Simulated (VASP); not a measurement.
Wanted: the native input for a VASP 6.6.1 run.

```
Task                   : single point
Functional             : PBE
Potentials or basis    : VASP PAW PBE potentials, release 64 (Cr_sv, V_sv, C)
Cutoff                 : 700 eV
k mesh                 : 9 × 9 × 9
Occupations            : fermi-dirac, width 0.05 eV
Spin                   : collinear spin, ferromagnetic start
Starting moments       : [2.28, 1.52, 0.0, 0.0] μB
Fixed moment           : 3.8 μB
Dipole correction      : no
Further INCAR settings : ALGO = Normal; EDIFF = 1e-06; NBANDS = 30
```

The structure of VCrC2 lies in POSCAR:

```
VCrC2
1.0
    1.4606320425      0.8432963029      4.7393853233
   -1.4606320425      0.8432963029      4.7393853233
    0.0000000000     -1.6865926058      4.7393853233
Cr V C
1 1 2
Direct
    0.5000000000      0.5000000000      0.5000000000
    0.0000000000      0.0000000000      0.0000000000
    0.2487590000      0.2487590000      0.2487590000
    0.7512410000      0.7512410000      0.7512410000
```

The input as run:

INCAR

```
PREC = Accurate
ENCUT = 700
EDIFF = 1E-6
ISMEAR = -1
SIGMA = 0.05
LREAL = False
LASPH = True
NELM = 200
ALGO = Normal
ISIF = 2
LWAVE = False
LCHARG = True
ISPIN = 2
MAGMOM = 2.28 1.52 0 0
LORBIT = 11
NUPDOWN = 3.8
LMAXMIX = 4
GGA = PE
LELF = True
LVHAR = True
NBANDS = 30
GGA_COMPAT = False
```

KPOINTS

```
Automatic mesh
0
Gamma
  9 9 9
```

Potentials or basis: VASP PAW PBE potentials, release 64 (Cr_sv, V_sv, C).

Launch:

```sh
$ cat potpaw_PBE.64/Cr_sv/POTCAR potpaw_PBE.64/V_sv/POTCAR potpaw_PBE.64/C/POTCAR > POTCAR
$ mpirun -np 1 vasp_std > vasp.out
```

It gave:

The pressure is 17.5 GPa. The largest force is 0.134 eV/Å. The net moment is 3.80 μB per cell, the site moments are Cr +2.12; V +1.15; C +0.04 μB and the valence electrons inside the program's atomic spheres are Cr 11.84; V 11.82; C 2.43.

Caveat: the cell stands under pressure; the total moment is fixed, so each spin has its own Fermi level and the state may be an excited one.

Run time: 13 min on 1 thread of Intel(R) Xeon(R) Platinum 8259CL CPU @ 2.50GHz (Skylake/Cascade Lake), with other jobs on the host, peak memory 0.54 GiB.
